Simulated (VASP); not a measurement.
# Yb (Fm-3m) in VASP: notebook, part 2 of 2

VASP 6.6.1.

**3. Electric field gradients, PBE, non-collinear spin, zero start, spin-orbit coupling**

Input file INCAR:

```
  PREC = Accurate
  ENCUT = 520
  EDIFF = 1E-8
  ISMEAR = -1
  SIGMA = 0.05
  LREAL = F
  LASPH = T
  NELM = 150
  ALGO = Normal
  ISIF = 2
  LWAVE = F
  LCHARG = F
  MAGMOM = 0 0 0
  LORBIT = 11
  LSORBIT = T
  GGA_COMPAT = F
  LORBMOM = T
  LMAXMIX = 6
  GGA = PE
  LEFG = T
  NBANDS = 35
```

Input file KPOINTS:

```
regular mesh
0
Gamma
  12 12 12
```

Input file POSCAR:

```
Yb
1.0
    0.0000000000      2.7431000000      2.7431000000
    2.7431000000      0.0000000000      2.7431000000
    2.7431000000      2.7431000000      0.0000000000
Yb
1
Direct
    0.0000000000      0.0000000000      0.0000000000
```

Potentials or basis: VASP PAW PBE potentials, release 64 (Yb).

Started as:

```sh
$ cat potpaw_PBE.64/Yb/POTCAR > POTCAR
$ mpirun -np 1 vasp_ncl > vasp.out
```

OUTCAR:

```text
PREC = Accurate
   ENCUT = 520
   EDIFF = 1E-8
   ISMEAR = -1
   LREAL = F
   LASPH = T
   NELM = 150
   ISIF = 2
   LORBIT = 11
   LSORBIT = T
   GGA = PE

 ion  position               nearest neighbor table
   1  0.000  0.000  0.000-

  LATTYP: Found a face centered cubic cell.
 ALAT       =     5.4862000000

  Lattice vectors:

 A1 = (   0.0000000000,   2.7431000000,   2.7431000000)
 A2 = (   2.7431000000,   0.0000000000,   2.7431000000)
 A3 = (   2.7431000000,   2.7431000000,   0.0000000000)

Analysis of symmetry for initial positions (statically):
=====================================================================
 Subroutine PRICEL returns:
 Original cell was already a primitive cell.

 Routine SETGRP: Setting up the symmetry group for a
 face centered cubic supercell.

 Subroutine GETGRP returns: Found 48 space group operations
 (whereof 48 operations were pure point group operations)
 out of a pool of 48 trial point group operations.

The static configuration has the point symmetry O_h .

Analysis of symmetry for dynamics (positions and initial velocities):
=====================================================================
 Subroutine PRICEL returns:
 Original cell was already a primitive cell.

 Routine SETGRP: Setting up the symmetry group for a
 face centered cubic supercell.

 Subroutine GETGRP returns: Found 48 space group operations
 (whereof 48 operations were pure point group operations)
 out of a pool of 48 trial point group operations.

The dynamic configuration has the point symmetry O_h .

Analysis of structural, dynamic, and magnetic symmetry:
=====================================================================
 Subroutine PRICEL returns:
 Original cell was already a primitive cell.

 Routine SETGRP: Setting up the symmetry group for a
 face centered cubic supercell.

 Subroutine GETGRP returns: Found 48 space group operations
 (whereof 48 operations were pure point group operations)
 out of a pool of 48 trial point group operations.

The overall configuration has the point symmetry O_h .

 Subroutine INISYM returns: Found 48 space group operations
 (whereof 48 operations are pure point group operations),
 and found     1 'primitive' translations

----------------------------------------------------------------------------------------

                                     Primitive cell

  volume of cell :      41.2814

  direct lattice vectors                    reciprocal lattice vectors
     0.000000000  2.743100000  2.743100000    -0.182275528  0.182275528  0.182275528
     2.743100000  0.000000000  2.743100000     0.182275528 -0.182275528  0.182275528
     2.743100000  2.743100000  0.000000000     0.182275528  0.182275528 -0.182275528

  length of vectors
     3.879329223  3.879329223  3.879329223     0.315710475  0.315710475  0.315710475

  position of ions in fractional coordinates (direct lattice)
[... 1052 lines left out ...]

  FORCE on cell =-STRESS in cart. coord.  units (eV):
  Direction    XX          YY          ZZ          XY          YZ          ZX
  --------------------------------------------------------------------------------------
  -------------------------------------------------------------------------------------
  Total       -0.7747811     -0.7747811     -0.7747811     -0.0000000     -0.0000000      0.0000000
  in kB      -30.0700886    -30.0700886    -30.0700886     -0.0000000     -0.0000000      0.0000000
  external PRESSURE =     -30.0700886 kB  Pullay stress =       0.0000000 kB

 VOLUME and BASIS-vectors are now :
 -----------------------------------------------------------------------------
  energy-cutoff  :      520.00
  volume of cell :       41.28
      direct lattice vectors                 reciprocal lattice vectors
     0.000000000  2.743100000  2.743100000    -0.182275528  0.182275528  0.182275528
     2.743100000  0.000000000  2.743100000     0.182275528 -0.182275528  0.182275528
     2.743100000  2.743100000  0.000000000     0.182275528  0.182275528 -0.182275528

 POSITION                                       TOTAL-FORCE (eV/Angst)
 -----------------------------------------------------------------------------------
      0.00000      0.00000      0.00000        -0.000000      0.000000     -0.000000
 -----------------------------------------------------------------------------------
    total drift:                               -0.000000     -0.000000     -0.000000

  FREE ENERGIE OF THE ION-ELECTRON SYSTEM (eV)
  ---------------------------------------------------
  free  energy   TOTEN  =        -4.4339727693 eV

  energy  without entropy=       -4.4021871443  energy(sigma->0) =       -4.41807996

 Electric field gradients (V/A^2)
---------------------------------------------------------------------
 ion       V_xx      V_yy      V_zz      V_xy      V_xz      V_yz
---------------------------------------------------------------------
   1       0.000    -0.000    -0.000     0.003     0.003     0.003
---------------------------------------------------------------------

 Electric field gradients after diagonalization (V/A^2)
 (convention: |V_zz| > |V_xx| > |V_yy|)
----------------------------------------------------------------------
 ion       V_xx      V_yy      V_zz     asymmetry (V_yy - V_xx)/ V_zz
----------------------------------------------------------------------
   1      -0.003    -0.003     0.006       0.000
----------------------------------------------------------------------

           NMR quadrupolar parameters

 Cq : quadrupolar parameter    Cq=e*Q*V_zz/h
 eta: asymmetry parameters     (V_yy - V_xx)/ V_zz
 Q  : nuclear electric quadrupole moment in mb (millibarn)
----------------------------------------------------------------------
 ion       Cq(MHz)       eta       Q (mb)
----------------------------------------------------------------------
   1       0.000       0.000       1.000
----------------------------------------------------------------------

 orbital moment (x)

 # of ion     p       d       f       tot
 ------------------------------------------------
  1         0.000  -0.000  -0.000  -0.000
 ------------------------------------------------
            0.000  -0.000  -0.000  -0.000

 orbital moment (y)

 # of ion     p       d       f       tot
 ------------------------------------------------
  1         0.000  -0.000  -0.000  -0.000
 ------------------------------------------------
            0.000  -0.000  -0.000  -0.000

 orbital moment (z)

 # of ion     p       d       f       tot
 ------------------------------------------------
  1         0.000  -0.000   0.000  -0.000
 ------------------------------------------------
            0.000  -0.000   0.000  -0.000

 Spin-Orbit-Coupling matrix elements

 Ion:    1  E_soc:     -1.7733958
 l=   1
     0.0000000    -0.2566052    -0.2566052
    -0.2566052     0.0000000    -0.2566052
    -0.2566052    -0.2566052     0.0000000
 l=   2
     0.0000000    -0.0000843     0.0000000    -0.0000843    -0.0006379
    -0.0000843     0.0000000    -0.0004785    -0.0000843    -0.0001595
     0.0000000    -0.0004785     0.0000000    -0.0004785     0.0000000
    -0.0000843    -0.0000843    -0.0004785     0.0000000    -0.0001595
    -0.0006379    -0.0001595     0.0000000    -0.0001595     0.0000000
 l=   3
     0.0000000    -0.0047594     0.0000000     0.0000000     0.0000000    -0.0040206    -0.0232988
    -0.0047594     0.0000000    -0.0079323     0.0000000    -0.0079323    -0.0126917    -0.0047594
     0.0000000    -0.0079323     0.0000000    -0.0163186    -0.0022480    -0.0052076     0.0000000
     0.0000000     0.0000000    -0.0163186     0.0000000    -0.0163186     0.0000000     0.0000000
     0.0000000    -0.0079323    -0.0022480    -0.0163186     0.0000000    -0.0052076     0.0000000
    -0.0040206    -0.0126917    -0.0052076     0.0000000    -0.0052076     0.0000000    -0.0040206
    -0.0232988    -0.0047594     0.0000000     0.0000000     0.0000000    -0.0040206     0.0000000

 total charge

# of ion       s       p       d       f       tot
--------------------------------------------------
    1        2.214   6.108   0.221  13.596  22.139

 magnetization (x)

# of ion       s       p       d       f       tot
--------------------------------------------------
    1        0.000  -0.000   0.000   0.000   0.000

 magnetization (y)

# of ion       s       p       d       f       tot
--------------------------------------------------
    1        0.000   0.000  -0.000   0.000  -0.000

 magnetization (z)

# of ion       s       p       d       f       tot
--------------------------------------------------
    1        0.000   0.000   0.000   0.000   0.000
```

Run time: 11 min. Hardware: 1 thread of AMD EPYC 7R13, shared host; peak memory 0.36 GiB.

Results:

```yaml
Free_energy: -4.4340 eV
Pressure: -3.0 GPa
Net_moment: 0.00 μB per cell
Largest_electric_field_gradient_by_atom: under 0.05 V/Å² on every atom
Valence_electrons_inside_the_program's_atomic_spheres: Yb 22.14
```

Moments on the atoms (μB; x, y, z):
```
Yb  0.00 0.00 0.00
```

Caveat: the cell stands under tension. The state reached can hang on the start; a lower one may exist.
